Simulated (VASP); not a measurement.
Set up this calculation in VASP 6.6.1, as the native input.

- Task: single point
- Functional: r2SCAN
- Potentials or basis: VASP PAW PBE potentials, release 64 (Al, O)
- Cutoff: 520 eV
- k mesh: 6 × 6 × 6
- Occupations: gaussian, width 0.05 eV
- Spin: no spin polarisation
- Dipole correction: no
- Further INCAR settings: ALGO = Normal; EDIFF = 1e-07; NBANDS = 35

The system is Al2O3.

```
CELL_PARAMETERS angstrom
2.26059 1.30515 4.11505
-2.26059 1.30515 4.11505
0.00000 -2.61031 4.11505
ATOMIC_POSITIONS crystal
Al 0.85192 0.85192 0.85192
Al 0.64808 0.64808 0.64808
Al 0.14808 0.14808 0.14808
Al 0.35192 0.35192 0.35192
O 0.05639 0.44361 0.75000
O 0.75000 0.05639 0.44361
O 0.44361 0.75000 0.05639
O 0.94361 0.55639 0.25000
O 0.25000 0.94361 0.55639
O 0.55639 0.25000 0.94361
```

This cell differs from its parent crystal: strain -0.050 along x and y, -0.050 along z.

One way to write it, as run:

POSCAR

```
Al2O3
1.0
    2.2605928790      1.3051539072      4.1150540224
   -2.2605928790      1.3051539072      4.1150540224
    0.0000000000     -2.6103078145      4.1150540223
Al O
4 6
Direct
    0.8519165699      0.8519165699      0.8519165699
    0.6480834301      0.6480834301      0.6480834301
    0.1480834301      0.1480834301      0.1480834301
    0.3519165699      0.3519165699      0.3519165699
    0.0563854984      0.4436145016      0.7500000000
    0.7500000000      0.0563854984      0.4436145016
    0.4436145016      0.7500000000      0.0563854984
    0.9436145016      0.5563854984      0.2500000000
    0.2500000000      0.9436145016      0.5563854984
    0.5563854984      0.2500000000      0.9436145016
```

INCAR.step1

```
  ALGO = Normal
  EDIFF = 1E-4
  ENCUT = 520
  GGA = PE
  ISMEAR = 0
  LASPH = True
  LCHARG = False
  LREAL = False
  LWAVE = True
  NBANDS = 35
  NELM = 80
  PREC = Accurate
  SIGMA = 0.05
```

INCAR.step2

```
  ALGO = Normal
  EDIFF = 1E-7
  ENCUT = 520
  ISIF = 2
  ISMEAR = 0
  ISTART = 1
  LASPH = True
  LCHARG = False
  LMIXTAU = True
  LREAL = False
  LWAVE = False
  METAGGA = R2SCAN
  NBANDS = 35
  NELM = 80
  PREC = Accurate
  SIGMA = 0.05
```

KPOINTS

```
k-points
0
Gamma
  6 6 6
```

Potentials or basis: VASP PAW PBE potentials, release 64 (Al, O).

Command:

```bash
$ cat potpaw_PBE.64/Al/POTCAR potpaw_PBE.64/O/POTCAR > POTCAR
$ cp INCAR.step1 INCAR
$ mpirun -np 1 vasp_std > vasp.out
$ cp INCAR.step2 INCAR
$ mpirun -np 1 vasp_std > vasp.out
```

It gave:

```yaml
Pressure: 53.5 GPa
Largest_force: 0.198 eV/Å
Band_gap_on_the_k_mesh: 9.24 eV
```

Caveat: the cell differs from its parent crystal (strain -0.050 along x and y, -0.050 along z); the cell stands under pressure; the PAW data sets were made with another functional, which shifts forces and pressure a little.

Run time: 3.4 min on 1 thread of Intel(R) Xeon(R) Platinum 8488C (Sapphire Rapids) (shared host), peak memory 0.23 GiB.
